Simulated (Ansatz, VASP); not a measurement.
## One calculation of MgSiN, two programs

File INCAR:

```
SYSTEM = MgSiN
PREC = Accurate
ENCUT = 750
EDIFF = 1E-7
ISMEAR = 0
SIGMA = 0.1
LREAL = .FALSE.
LASPH = .TRUE.
NELM = 120
ALGO = Normal
ISIF = 3
LWAVE = .FALSE.
LCHARG = .FALSE.
GGA = PE
IBRION = 2
NSW = 90
EDIFFG = -0.04
GGA_COMPAT = .FALSE.
NELMIN = 4
```

KPOINTS

```
regular mesh
0
G
  6 6 6
  0 0 0
```

The input POSCAR:

```
MgSiN
1.0
    3.3733185100      0.0000000000      0.0000000000
    0.0000000000      3.3733185100      0.0000000000
    0.0000000000      0.0000000000      3.4358674100
Mg Si N
1 1 1
Direct
    0.5000000000      0.5000000000      0.5000000000
    0.5000000000      0.5000000000      0.0000000000
    0.0000000000      0.0000000000      0.0000000000
```

Input for Ansatz:

```yaml
crystal:
  lattice:
    - [3.37331851, 0.0, 0.0]
    - [0.0, 3.37331851, 0.0]
    - [0.0, 0.0, 3.43586741]
  atoms:
    - { symbol: Mg, position: [0.5, 0.5, 0.5] }
    - { symbol: Si, position: [0.5, 0.5, 0.0] }
    - { symbol: "N", position: [0.0, 0.0, 0.0] }
basis:
  ecutwfc: 420
kpoints:
  mp_grid: { grid: [6, 6, 6] }
hamiltonian:
  xc: pbe
scf:
  occupations: { method: gaussian, width: 0.1 }
  lower_state_search: "off"
output:
  forces: true
  stress: true
  eigenvalues: true
relax:
  adjacent_minimum: "off"
  f_tol: 0.04
  max_steps: 70
  cell: { stress_tol: 0.4 }
```

Change from the starting cell: species swapped into the DyCoC type (P4/mmm, No. 123).

Alike in both runs: task relaxation of cell and atoms; functional PBE; k mesh 6 × 6 × 6; occupations gaussian, width 0.1 eV; no spin polarisation.

|  | VASP | Ansatz |
| --- | --- | --- |
| version | VASP 6.6.1 | Ansatz 0.2.0 |
| potentials or method | VASP PAW PBE potentials, release 64 (Mg_sv, Si, N), cutoff 750 eV | scalar-relativistic, plane waves, PAW |
| valence electrons in the cell | 19 | 19 |

VASP gave:

```
gap on the k mesh at the Fermi level, each at its own relaxed structure (eV) : none
relaxed volume (Å³/atom)                                                     : 13.16
relaxed length of the cell vector where the two differ most in proportion (Å)              : 5.114
```

Which values does Ansatz return?

gap on the k mesh at the Fermi level, each at its own relaxed structure (eV): none; relaxed volume (Å³/atom): 15.12; relaxed length of the cell vector where the two differ most in proportion (Å): 6.072.

A gap of «none» marks a metal or a gap that the smearing closes. One of these differences is far larger than is usual between the two programs; its cause wasn't traced.
